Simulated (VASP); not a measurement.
# SrO (Fm-3m) in VASP: notebook, part 2 of 2

VASP 6.6.1. The steps go on from the part before.

### Step 4. Single point, BLYP+D4

The input, INCAR:

```
AGGAC    = 1.0          
AGGAX    = 1.0          
ALDAC    = 0.0          
ALDAX    = 1.0          
ALGO     = Normal         # electronic algorithm
EDIFF    = 1E-7           # SCF threshold, eV
ENCUT    = 520            # plane-wave cutoff, eV
GGA      = B5             # functional
ISIF     = 2              # what is computed and relaxed
ISMEAR   = -1             # smearing method
IVDW     = 13             # dispersion correction
LASPH    = True           # aspherical terms in the spheres
LCHARG   = False          # write CHGCAR
LREAL    = False          # projectors in reciprocal space
LWAVE    = False          # write WAVECAR
NBANDS   = 15             # bands
NELM     = 60             # most SCF steps
PREC     = Accurate       # precision mode
SIGMA    = 0.05           # smearing width, eV
VDW_A1   = 0.44488865   
VDW_A2   = 4.0933009    
VDW_S6   = 1.0          
VDW_S8   = 2.34076671
```

The input, KPOINTS:

```
k-points
0
Gamma
  9 9 9
```

The input, POSCAR:

```
SrO
1.0
    0.0000000000      2.5490759911      2.5490759911
    2.5490759911      0.0000000000      2.5490759911
    2.5490759911      2.5490759911      0.0000000000
Sr O
1 1
Direct
    0.5000000000      0.5000000000      0.5000000000
    0.0000000000      0.0000000000      0.0000000000
```

Potentials or basis: VASP PAW PBE potentials, release 64 (Sr_sv, O).

Launch:

```
cat potpaw_PBE.64/Sr_sv/POTCAR potpaw_PBE.64/O/POTCAR > POTCAR
mpirun -np 1 vasp_std > vasp.out
```

OUTCAR:

```text
EDIFF = 1E-7
   ENCUT = 520
   GGA = B5
   ISIF = 2
   ISMEAR = -1
   IVDW = 13
   LASPH = True
   LREAL = False
   NELM = 60
   PREC = Accurate

 ion  position               nearest neighbor table
   1  0.500  0.500  0.500-   2 2.55   2 2.55   2 2.55   2 2.55   2 2.55   2 2.55
   2  0.000  0.000  0.000-   1 2.55   1 2.55   1 2.55   1 2.55   1 2.55   1 2.55

  LATTYP: Found a face centered cubic cell.
 ALAT       =     5.0981519822

  Lattice vectors:

 A1 = (   0.0000000000,   2.5490759911,   2.5490759911)
 A2 = (   2.5490759911,   0.0000000000,   2.5490759911)
 A3 = (   2.5490759911,   2.5490759911,   0.0000000000)

Analysis of symmetry for initial positions (statically):
=====================================================================
 Subroutine PRICEL returns:
 Original cell was already a primitive cell.

 Routine SETGRP: Setting up the symmetry group for a
 face centered cubic supercell.

 Subroutine GETGRP returns: Found 48 space group operations
[... 9 lines left out ...]

 Routine SETGRP: Setting up the symmetry group for a
 face centered cubic supercell.

 Subroutine GETGRP returns: Found 48 space group operations
[... 11 lines left out ...]
                                     Primitive cell

  volume of cell :      33.1267

  direct lattice vectors                    reciprocal lattice vectors
     0.000000000  2.549075991  2.549075991    -0.196149507  0.196149507  0.196149507
     2.549075991  0.000000000  2.549075991     0.196149507 -0.196149507  0.196149507
     2.549075991  2.549075991  0.000000000     0.196149507  0.196149507 -0.196149507

  length of vectors
     3.604937838  3.604937838  3.604937838     0.339740913  0.339740913  0.339740913

  position of ions in fractional coordinates (direct lattice)
     0.500000000  0.500000000  0.500000000
     0.000000000  0.000000000  0.000000000

  ion indices of the primitive-cell ions
   primitive index   ion index
                 1           1
                 2           2

----------------------------------------------------------------------------------------

 KPOINTS: k-points

Automatic generation of k-mesh.
 Grid dimensions read from file:
 generate k-points for:    9    9    9

 Generating k-lattice:

  Cartesian coordinates                     Fractional coordinates (reciprocal lattice)
    -0.021794390  0.021794390  0.021794390     0.111111111  0.000000000  0.000000000
     0.021794390 -0.021794390  0.021794390     0.000000000  0.111111111  0.000000000
     0.021794390  0.021794390 -0.021794390     0.000000000  0.000000000  0.111111111

  Length of vectors
     0.037748990  0.037748990  0.037748990

  Shift w.r.t. Gamma in fractional coordinates (k-lattice)
     0.000000000  0.000000000  0.000000000

 Subroutine IBZKPT returns following result:
 ===========================================

 Found     35 irreducible k-points:

 Following reciprocal coordinates:
            Coordinates               Weight
  0.000000  0.000000  0.000000      1.000000
  0.111111  0.000000  0.000000      8.000000
  0.222222  0.000000  0.000000      8.000000
  0.333333  0.000000  0.000000      8.000000
  0.444444  0.000000  0.000000      8.000000
  0.111111  0.111111  0.000000      6.000000
[... 16 lines left out ...]
 -0.333333  0.333333  0.000000     12.000000
  0.444444  0.444444  0.000000      6.000000
 [... further k-points ...]
   k-points           NKPTS =     35   k-points in BZ     NKDIM =     35   number of bands    NBANDS=     15
   number of dos      NEDOS =    301   number of ions     NIONS =      2
   total plane-waves  NPLWV =  21952
   dimension x,y,z NGX =    28 NGY =   28 NGZ =   28
   dimension x,y,z NGXF=    56 NGYF=   56 NGZF=   56
   ions per type =               1   1
   NGX,Y,Z   is equivalent  to a cutoff of  12.91, 12.91, 12.91 a.u.
   NGXF,Y,Z  is equivalent  to a cutoff of  25.83, 25.83, 25.83 a.u.
 SYSTEM =  unknown system
   PREC   = accura    normal or accurate (medium, high low for compatibility)
   ISTART =      0    job   : 0-new  1-cont  2-samecut
   ICHARG =      2    charge: 1-file 2-atom 10-const
   ISPIN  =      1    spin polarized calculation?
   LNONCOLLINEAR =      F non collinear calculations
   LSORBIT =      F    spin-orbit coupling
   LASPH  =      T    aspherical Exc in radial PAW
   ENCUT  =  520.0 eV  38.22 Ry    6.18 a.u.   6.70  6.70  6.70*2*pi/ulx,y,z
   NELM   =     60;   NELMIN=  2; NELMDL= -5     # of ELM steps
   EDIFF  = 0.1E-06   stopping-criterion for ELM
   LREAL  =      F    real-space projection
   EDIFFG = 0.1E-05   stopping-criterion for IOM
   NSW    =      0    number of steps for IOM
   IBRION =     -1    ionic relax: 0-MD 1-quasi-New 2-CG
   NFREE  =      0    steps in history (QN), initial steepest desc. (CG)
   ISIF   =      2    stress and relaxation
   ISYM   =      2    0-nonsym 1-usesym 2-fastsym
   POTIM  = 0.5000    time-step for ionic-motion
   TEBEG  =    0.0;   TEEND  =   0.0 temperature during run
   PSTRESS=    0.0 pullay stress
   NELECT =      16.0000    total number of electrons
   NUPDOWN=      -1.0000    fix difference up-down
   EMIN   =  10.00;   EMAX   =-10.00  energy-range for DOS
   EFERMI =   0.00;   METHOD = LEGACY
   ISMEAR =    -1;   SIGMA  =   0.05  broadening in eV -4-tet -1-fermi 0-gaus
   EFERMI_NEDOS =   21; number of points for ismear=-14 and -15
   IALGO  =     38    algorithm
   IMIX   =      4    mixing-type and parameters
     AMIX     =   0.40;   BMIX     =  1.00
     AMIX_MAG =   1.60;   BMIX_MAG =  1.00
  volume/ion in A,a.u.               =      16.56       111.78
  Fermi-wavevector in a.u.,A,eV,Ry     =   1.284464  2.427286 22.447553  1.649849
  Thomas-Fermi vector in A             =   2.416656
   LORBIT       =      0    0 simple, 1 ext, 2 COOP (PROOUT), +10 PAW based schemes
   GGA     = B5    functional components
   LHFCALC =     F    Hartree Fock is set to
   AEXX    =    0.0000 exact exchange contribution
   IVDW    =    13    specifies the selected vdW correction
   LEPSILON=     F    determine dielectric tensor
   LRPA    =     F    only Hartree local field effects (RPA)
 non-spin polarized calculation
  energy-cutoff  :      520.00
  volume of cell :       33.13
 maximum number of plane-waves:       908
   NGX = 13   NGY = 13   NGZ = 13

 number of electron      15.9999995 magnetization

 Free energy of the ion-electron system (eV)
  ---------------------------------------------------
  ext. energy  EPLUGINS =         0.00000000
  ---------------------------------------------------
  free energy    TOTEN  =       -11.41499197 eV

  energy without entropy =      -11.41499197  energy(sigma->0) =      -11.41499197

 E-fermi :   3.1762     XC(G=0):  -9.6800

 val. band max:        2.1446432104   @ k =   0.0000   0.0000   0.0000
 cond. band min:       5.5824076675   @ k =   0.4444   0.4444   0.0000
 fundamental gap:      3.4377644571
 Fermi energy:         3.1762359279

 k-point     1 :       0.0000    0.0000    0.0000
  band No.  band energies     occupation
      1     -30.1867      2.00000
      2     -12.8792      2.00000
      3     -11.8349      2.00000
      4     -11.8349      2.00000
      5     -11.8349      2.00000
      6       2.1446      2.00000
      7       2.1446      2.00000
      8       2.1446      2.00000
      9       6.5609      0.00000
     10       8.4188      0.00000
     11       8.4188      0.00000
     12       8.4188      0.00000
     13      10.6371      0.00000
     14      10.6371      0.00000
     15      15.4250      0.00000
[... 397 lines left out ...]
 k-point    24 :       0.4444    0.4444    0.0000
  band No.  band energies     occupation
      1     -29.9950      2.00000
      2     -13.2155      2.00000
      3     -12.4509      2.00000
      4     -12.2142      2.00000
      5     -12.2142      2.00000
      6       1.6695      2.00000
      7       2.0705      2.00000
      8       2.0705      2.00000
      9       5.5824      0.00000
     10      10.0964      0.00000
     11      12.3772      0.00000
     12      13.0012      0.00000
     13      13.1678      0.00000
     14      13.1678      0.00000
     15      16.6114      0.00000

 [... further k-points ...]

------------------------ aborting loop because EDIFF is reached ----------------------------------------

  DFT-D4 for vdW energy calculation

  Edisp (eV):   -0.63839

  FORCE on cell =-STRESS in cart. coord.  units (eV):
  Direction    XX          YY          ZZ          XY          YZ          ZX
  --------------------------------------------------------------------------------------
  -------------------------------------------------------------------------------------
  Total       1.17782     1.17782     1.17782     0.00000     0.00000    -0.00000
  in kB      56.96555    56.96555    56.96555     0.00000     0.00000    -0.00000
  external pressure =       56.97 kB  Pullay stress =        0.00 kB

 VOLUME and BASIS-vectors are now :
 -----------------------------------------------------------------------------
  energy-cutoff  :      520.00
  volume of cell :       33.13
      direct lattice vectors                 reciprocal lattice vectors
     0.000000000  2.549075991  2.549075991    -0.196149507  0.196149507  0.196149507
     2.549075991  0.000000000  2.549075991     0.196149507 -0.196149507  0.196149507
     2.549075991  2.549075991  0.000000000     0.196149507  0.196149507 -0.196149507

 POSITION                                       TOTAL-FORCE (eV/Angst)
 -----------------------------------------------------------------------------------
      2.54908      2.54908      2.54908         0.000000      0.000000      0.000000
      0.00000      0.00000      0.00000        -0.000000     -0.000000     -0.000000
 -----------------------------------------------------------------------------------
    total drift:                                0.000000      0.000000      0.000000

  FREE ENERGIE OF THE ION-ELECTRON SYSTEM (eV)
  ---------------------------------------------------
  free  energy   TOTEN  =       -12.0533800702 eV

  energy  without entropy=      -12.0533800702  energy(sigma->0) =      -12.05338007
```

It took 37 s on 1 thread of AMD EPYC 7R43 (Zen 3), shared host; peak memory 0.13 GiB.

Results:

| Quantity | Value |
| --- | --- |
| Free energy | -12.0534 eV |
| Pressure | 5.7 GPa |
| Band gap on the k mesh | 3.44 eV, indirect (least direct gap 3.51 eV) |
| Dispersion energy per atom | -0.319 eV |

Caveat: the PAW data sets were made with another functional, which shifts forces and pressure a little. BLYP gaps usually lie below the measured ones, often by a third to a half.

### Step 5. Single point, SVWN5

This run uses another cell than the first one, of 16.23 Å³/atom, 0.980 times its volume.

The input, INCAR:

```
PREC = Accurate
ENCUT = 520
EDIFF = 1E-6
ISMEAR = -1
SIGMA = 0.05
LREAL = F
LASPH = T
NELM = 100
ALGO = Normal
ISIF = 2
LWAVE = F
LCHARG = F
GGA = VW
NBANDS = 15
```

The input, KPOINTS:

```
regular mesh
0
Gamma
  9 9 9
```

The input, POSCAR:

```
SrO
1.0
    0.0000000000      2.5316365351      2.5316365351
    2.5316365351      0.0000000000      2.5316365351
    2.5316365351      2.5316365351      0.0000000000
Sr O
1 1
Direct
    0.5000000000      0.5000000000      0.5000000000
    0.0000000000      0.0000000000      0.0000000000
```

Launch:

```
cat potpaw_PBE.64/Sr_sv/POTCAR potpaw_PBE.64/O/POTCAR > POTCAR
mpirun -np 1 vasp_std > vasp.out
```

Wall time 18 s (1 thread of AMD EPYC 7R43 (Zen 3), shared host); peak memory 0.11 GiB.

It converged, with:

```yaml
Free_energy: -13.4252 eV
Pressure: 0.8 GPa
Band_gap_on_the_k_mesh: 3.13 eV, indirect (least direct gap 3.19 eV)
```

Levels at points of the mesh, in eV from the valence-band top:
```tsv
k point	band 6	band 7	band 8	band 9	band 10	band 11
(0.00, 0.00, 0.00)	0.00	0.00	0.00	4.12	6.22	6.22
```

Caveat: the PAW data sets were made with another functional, which shifts forces and pressure a little.

### Step 6. Single point, BLYP+D3(BJ)

The input, INCAR:

```
AGGAC = 1.0 ; AGGAX = 1.0
ALDAC = 0.0 ; ALDAX = 1.0
ALGO = Normal ; EDIFF = 1E-6
ENCUT = 520 ; GGA = B5
ISIF = 2 ; ISMEAR = -1
IVDW = 12 ; LASPH = T
LCHARG = F ; LREAL = F
LWAVE = F ; NBANDS = 15
NELM = 80 ; PREC = Accurate
SIGMA = 0.1 ; VDW_A1 = 0.4298
VDW_A2 = 4.2359 ; VDW_S6 = 1.0
VDW_S8 = 2.6996
```

The input, KPOINTS:

```
k-points
0
Gamma
  9 9 9
```

The input, POSCAR:

```
SrO
1.0
    0.0000000000      2.5316160200      2.5316160200
    2.5316160200      0.0000000000      2.5316160200
    2.5316160200      2.5316160200      0.0000000000
Sr O
1 1
Direct
    0.5000000000      0.5000000000      0.5000000000
    0.0000000000      0.0000000000      0.0000000000
```

Potentials or basis: VASP PAW PBE potentials, release 64 (Sr_sv, O).

Launch:

```
cat potpaw_PBE.64/Sr_sv/POTCAR potpaw_PBE.64/O/POTCAR > POTCAR
mpirun -np 1 vasp_std > vasp.out
```

It took 24 s on 1 thread of AMD EPYC 7R43 (Zen 3), shared host; peak memory 0.14 GiB.

The run converged. Its results:

```
Free energy                : -12.6009 eV
Pressure                   : 5.5 GPa
Band gap on the k mesh     : 3.42 eV, indirect (least direct gap 3.48 eV)
Dispersion energy per atom : -0.615 eV
```

Levels at points of the mesh, in eV from the valence-band top:
| k point | band 4 | band 5 | band 6 | band 7 | band 8 | band 9 | band 10 | band 11 | band 12 | band 13 |
| --- | --- | --- | --- | --- | --- | --- | --- | --- | --- | --- |
| (0.00, 0.00, 0.00) | -13.89 | -13.89 | 0.00 | 0.00 | 0.00 | 4.57 | 6.32 | 6.32 | 6.32 | 8.59 |

Caveat: the PAW data sets were made with another functional, which shifts forces and pressure a little. A k mesh can miss the band edges.

### Step 7. The runs side by side

```tsv
level	cell	smearing	gap on the mesh (eV)	pressure (GPa)
revPBE+D3(BJ)	a = 3.605 Å, angles 60.0°, 2 atoms	fermi-dirac 0.05 eV	3.39	3.8
BLYP+D4	a = 3.580 Å, angles 60.0°, 2 atoms	fermi-dirac 0.05 eV	3.42	8.1
BLYP+D4	a = 3.605 Å, angles 60.0°, 2 atoms	fermi-dirac 0.05 eV	3.44	5.7
SVWN5	a = 3.580 Å, angles 60.0°, 2 atoms	fermi-dirac 0.05 eV	3.13	0.8
BLYP+D3(BJ)	a = 3.580 Å, angles 60.0°, 2 atoms	fermi-dirac 0.1 eV	3.42	5.5
```

Alike in all rows: task single point; potentials or basis VASP PAW PBE potentials, release 64 (Sr_sv, O); no spin polarisation; k mesh 9 × 9 × 9; cutoff (eV) 520.

Caveats: the PAW data sets were made with another functional, which shifts forces and pressure a little.

Total energies depend on the potentials used, so only differences within one code and one set of settings carry meaning.
